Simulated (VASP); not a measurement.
Set up this calculation in VASP 6.6.1, as the native input.

```yaml
Task: single point
Functional: PBE
Potentials_or_basis: VASP PAW PBE potentials, release 64 (Cs_sv, Sn_d, I)
Cutoff: 520 eV
k_mesh: 6 × 6 × 6
Occupations: gaussian, width 0.03 eV
Spin: no spin polarisation
Dipole_correction: no
Further_INCAR_settings: ALGO = Normal; EDIFF = 1e-06; NBANDS = 30
```

The structure of CsSnI3 lies in POSCAR:

```
CsSnI3
1.0
    6.3918710000      0.0000000000      0.0000000000
    0.0000000000      6.3918710000      0.0000000000
    0.0000000000      0.0000000000      6.2057000000
Cs Sn I
1 1 3
Direct
    0.0000000000      0.0000000000      0.0000000000
    0.5000000000      0.5000000000      0.5000000000
    0.0000000000      0.5000000000      0.5000000000
    0.5000000000      0.0000000000      0.5000000000
    0.5000000000      0.5000000000      0.0000000000
```

This cell differs from its parent crystal: strain +0.030 along x and y, +0.000 along z.

One way to write it, as run:

INCAR

```
PREC = Accurate ; ENCUT = 520
EDIFF = 1E-6 ; ISMEAR = 0
SIGMA = 0.03 ; LREAL = False
LASPH = True ; NELM = 60
ALGO = Normal ; ISIF = 2
LWAVE = False ; LCHARG = False
GGA = PE ; NBANDS = 30
```

KPOINTS

```
Automatic mesh
0
Gamma
  6 6 6
```

Potentials or basis: VASP PAW PBE potentials, release 64 (Cs_sv, Sn_d, I).

Launch:

```sh
$ cat potpaw_PBE.64/Cs_sv/POTCAR potpaw_PBE.64/Sn_d/POTCAR potpaw_PBE.64/I/POTCAR > POTCAR
$ mpirun -np 1 vasp_std > vasp.out
```

It gave:

```yaml
Pressure: -0.3 GPa
Band_gap_on_the_k_mesh: 0.49 eV
```

Caveat: the cell differs from its parent crystal (strain +0.030 along x and y, +0.000 along z); semilocal functionals underestimate gaps, and a narrow one can read as zero; spin-orbit coupling is left out, which moves the levels of the heavy elements.

It took 2.5 min on 1 thread of Intel(R) Xeon(R) 6975P-C (Granite Rapids), on a shared host, peak memory 0.52 GiB.
